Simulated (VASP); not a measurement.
F: single point with LDA

F:

```
F
1.0
     2.53545   -1.58368    0.26036
     2.53545    1.58368    0.26036
    -0.74123    0.00000    6.30933
F
4
Direct
  0.89671 0.60448 0.10221
  0.39552 0.10329 0.39779
  0.10329 0.39552 0.89779
  0.60448 0.89671 0.60221
```

This cell differs from its parent crystal: volume scaled by 1.12.

```yaml
Program: VASP 6.6.1
Task: single point
Functional: LDA
Potentials_or_basis: VASP PAW LDA potentials, release 64 (F)
Cutoff: 520 eV
k_mesh: 11 × 11 × 5
Occupations: fermi-dirac, width 0.05 eV
Spin: no spin polarisation
```

| Quantity | Value |
| --- | --- |
| Pressure | -6.1 GPa |
| Largest force | 1.141 eV/Å |
| Band gap on the k mesh | 2.04 eV, direct |

Forces on the atoms (eV/Å):
```
F    0.111 -0.555 -0.991
F   -0.111 -0.555  0.991
F   -0.111  0.555  0.991
F    0.111  0.555 -0.991
```

Stress tensor (GPa, compression positive):
```
 -1.68   0.00   1.18
  0.00  -4.80   0.00
  1.18   0.00 -11.81
```

Levels at points of the mesh, in eV from the valence-band top:
| k point | band 12 | band 13 | band 14 | band 15 | band 16 | band 17 |
| --- | --- | --- | --- | --- | --- | --- |
| (0.00, 0.00, 0.00) | -0.23 | -0.11 | 0.00 | 2.04 | 3.08 | 9.74 |

Run time: 84 s on 1 thread of Intel(R) Xeon(R) Platinum 8375C CPU @ 2.90GHz (Ice Lake), with other jobs on the host, peak memory 0.23 GiB.

Caveat: forces of over 1 eV/Å act on the atoms, so gaps and moduli don't describe the material at rest. A k mesh can miss the band edges.
